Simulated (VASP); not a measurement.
Set up this calculation in VASP 6.6.1, as the native input.

```yaml
Task: single point
Functional: PBE
Potentials_or_basis: VASP PAW PBE potentials, release 64 (Li_sv, Nb_sv, O)
Cutoff: 750 eV
k_mesh: 6 × 6 × 6
Occupations: gaussian, width 0.1 eV
Spin: no spin polarisation
Dipole_correction: no
Further_INCAR_settings: ALGO = Normal; EDIFF = 1e-06; NBANDS = 25
```

The structure of LiNbO3 lies in POSCAR:

```
LiNbO3
1.0
    3.7389646240      0.0000000000      0.0000000000
    0.0000000000      3.7389646240      0.0000000000
    0.0000000000      0.0000000000      3.7389646240
Li Nb O
1 1 3
Direct
    0.5000000000      0.5000000000      0.5000000000
    0.0000000000      0.0000000000      0.0000000000
    0.0000000000      0.5000000000      0.5000000000
    0.5000000000      0.0000000000      0.5000000000
    0.5000000000      0.5000000000      0.0000000000
```

The input as run:

INCAR

```
ALGO = Normal ; EDIFF = 1E-6
ENCUT = 750 ; GGA = PE
GGA_COMPAT = False ; ISIF = 2
ISMEAR = 0 ; LASPH = True
LCHARG = True ; LELF = True
LREAL = False ; LVHAR = True
LWAVE = False ; NBANDS = 25
NELM = 120 ; PREC = Accurate
SIGMA = 0.1
```

KPOINTS

```
k-points
0
Gamma
  6 6 6
```

Potentials or basis: VASP PAW PBE potentials, release 64 (Li_sv, Nb_sv, O).

Run with:

```console
$ cat potpaw_PBE.64/Li_sv/POTCAR potpaw_PBE.64/Nb_sv/POTCAR potpaw_PBE.64/O/POTCAR > POTCAR
$ mpirun -np 1 vasp_std > vasp.out
```

It gave:

```
Pressure               : -30.0 GPa
Band gap on the k mesh : zero (bands 17 and 18 overlap by 0.43 eV)
```

Caveat: the cell stands under tension.

It took 83 s on 1 thread of Oxide Virtual Turin-like Processor (shared host), peak memory 0.19 GiB.
